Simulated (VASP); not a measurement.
Input of a VASP 6.6.1 run:

The input INCAR:

```
PREC = Accurate
ENCUT = 520
EDIFF = 1E-6
ISMEAR = 1
SIGMA = 0.15
LREAL = False
LASPH = True
NELM = 80
ALGO = Normal
ISIF = 2
LWAVE = False
LCHARG = False
NBANDS = 8
```

The input KPOINTS:

```
regular mesh
0
Gamma
  14 14 14
```

POSCAR

```
Si
1.0
   -1.6049220343      1.6049220343      1.3024855152
    1.6049220343     -1.6049220343      1.3024855152
    1.6049220343      1.6049220343     -1.3024855152
Si
1
Direct
    0.0000000000      0.0000000000      0.0000000000
```

Potentials or basis: VASP PAW LDA potentials, release 64 (Si).

Launch:

```bash
$ cat potpaw_LDA.64/Si/POTCAR > POTCAR
$ mpirun -np 1 vasp_std > vasp.out
```

Estimate the band gap on the k mesh.

zero (band 2 reaches 21.19 eV, above the bottom of band 3 at 7.73 eV).

Estimate the pressure.

4.0 GPa.

Stress tensor (GPa, compression positive):
```
4.08 0.00 0.00
0.00 4.08 0.00
0.00 0.00 3.88
```
